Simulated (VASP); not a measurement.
Wanted: the native input for a VASP 6.6.1 run.

```
Task                   : single point
Functional             : PBEsol
Potentials or basis    : VASP PAW PBE potentials, release 64 (Mo_sv, S)
Cutoff                 : 520 eV
k mesh                 : 12 × 12 × 2
Occupations            : gaussian, width 0.02 eV
Spin                   : no spin polarisation
Dipole correction      : no
Further INCAR settings : ALGO = Normal; EDIFF = 1e-06; NBANDS = 49
```

The structure of MoS2 lies in POSCAR:

```
MoS2
1.0
    3.2059311377      0.0000000000      0.0000000000
   -1.6029655688      2.7764178080      0.0000000000
    0.0000000000      0.0000000000     18.5733910312
Mo S
3 6
Direct
    0.0000000000      0.0000000000      0.0002315650
    0.6666666667      0.3333333333      0.3335648984
    0.3333333333      0.6666666667      0.6668982317
    0.3333333333      0.6666666667      0.2507976562
    0.6666666667      0.3333333333      0.0829697788
    0.0000000000      0.0000000000      0.5841309895
    0.3333333333      0.6666666667      0.4163031121
    0.6666666667      0.3333333333      0.9174643228
    0.0000000000      0.0000000000      0.7496364454
```

This cell differs from its parent crystal: biaxial strain in the a-b plane: +2.0 %, then relaxed in part.

One way to write it, as run:

INCAR

```
SYSTEM = MoS2
PREC     = Accurate       ! precision mode
ENCUT    = 520            ! plane-wave cutoff, eV
EDIFF    = 1E-6           ! SCF threshold, eV
ISMEAR   = 0              ! smearing method
SIGMA    = 0.02           ! smearing width, eV
LREAL    = .False.        ! projectors in reciprocal space
LASPH    = .True.         ! aspherical terms in the spheres
NELM     = 80             ! most SCF steps
ALGO     = Normal         ! electronic algorithm
ISIF     = 2              ! what is computed and relaxed
LWAVE    = .False.        ! write WAVECAR
LCHARG   = .False.        ! write CHGCAR
GGA      = PS             ! functional
NBANDS   = 49             ! bands
```

KPOINTS

```
Automatic mesh
0
Gamma
  12 12 2
  0 0 0
```

Potentials or basis: VASP PAW PBE potentials, release 64 (Mo_sv, S).

Launch:

```bash
$ cat potpaw_PBE.64/Mo_sv/POTCAR potpaw_PBE.64/S/POTCAR > POTCAR
$ mpirun -np 1 vasp_std > vasp.out
```

Results of the run:

```yaml
Pressure: -3.4 GPa
Band_gap_on_the_k_mesh: 0.73 eV
```

Caveat: the cell differs from its parent crystal (biaxial strain in the a-b plane: +2.0 %, then relaxed in part); the cell stands under tension; the PAW data sets were made with another functional, which shifts forces and pressure a little; this functional lacks dispersion, which binds the layers, so the pressure and a relaxed spacing across them are unreliable.

It took 2.1 min on 1 thread of Intel(R) Xeon(R) 6975P-C (Granite Rapids), on a shared host, peak memory 0.39 GiB.
